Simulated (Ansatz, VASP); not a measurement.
ReSb2: VASP beside Ansatz

```
Re Sb
1.0
     3.82565    0.00000    0.00000
     0.00000    3.82565    0.00000
     0.00000    0.00000    5.25592
Re Sb
1 2
Direct
  0.00000 0.00000 0.00000
  0.00000 0.00000 0.50000
  0.50000 0.50000 0.00000
```

Change from the starting cell: ordered vacancies on the cation sites of rock salt (P4/mmm, No. 123).

Alike in both runs: functional PBE; k mesh 4 × 4 × 4; occupations gaussian, width 0.1 eV; no spin polarisation.

Ansatz relaxed the structure, and its values are those at the end. VASP's run is a single point on that final structure, the one shown.

|  | VASP | Ansatz |
| --- | --- | --- |
| version | VASP 6.6.1 | Ansatz 0.2.0 |
| potentials or method | VASP PAW PBE potentials, release 64 (Re, Sb), cutoff 520 eV | scalar-relativistic, plane waves, PAW |
| valence electrons in the cell | 17 | 45 |

```tsv
	VASP	Ansatz	Ansatz less VASP
gap on the k mesh at the Fermi level (eV)	none	none	-
pressure (GPa)	-0.3	0.0	+0.24
```

A gap of «none» marks a metal or a gap that the smearing closes. VASP's potentials hold 17 valence electrons a cell and Ansatz's 45, so a difference there can come from the potentials and not from the codes.

The k mesh is coarse, so the values compare programs but aren't converged. Neither program's run includes spin-orbit coupling.
